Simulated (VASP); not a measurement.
Crystal: Fe.

```
CELL_PARAMETERS angstrom
-1.39491 1.39491 1.39491
1.39491 -1.39491 1.39491
1.39491 1.39491 -1.39491
ATOMIC_POSITIONS crystal
Fe 0.00000 0.00000 0.00000
```

Base run:

```yaml
Program: VASP 6.6.1
Functional: PBEsol
Potentials_or_basis: VASP PAW PBE potentials, release 64 (Fe)
Cutoff: 520 eV
k_mesh: 22 × 22 × 22
Occupations: gaussian, width 0.05 eV
Spin: no spin polarisation
```

Its results: pressure -18.9 GPa.

Q: The run is repeated on the same cell with these changes: spin from no spin polarisation to collinear spin, ferromagnetic start; further incar settings from ALGO = Normal; EDIFF = 1e-07; NBANDS = 10 to ALGO = Fast; EDIFF = 1e-06; NBANDS = 14. What comes out?

A: Pressure -0.4 GPa; net moment 2.14 μB per cell; site moments Fe +2.12 μB.

Caveats: the PAW data sets were made with another functional, which shifts forces and pressure a little.
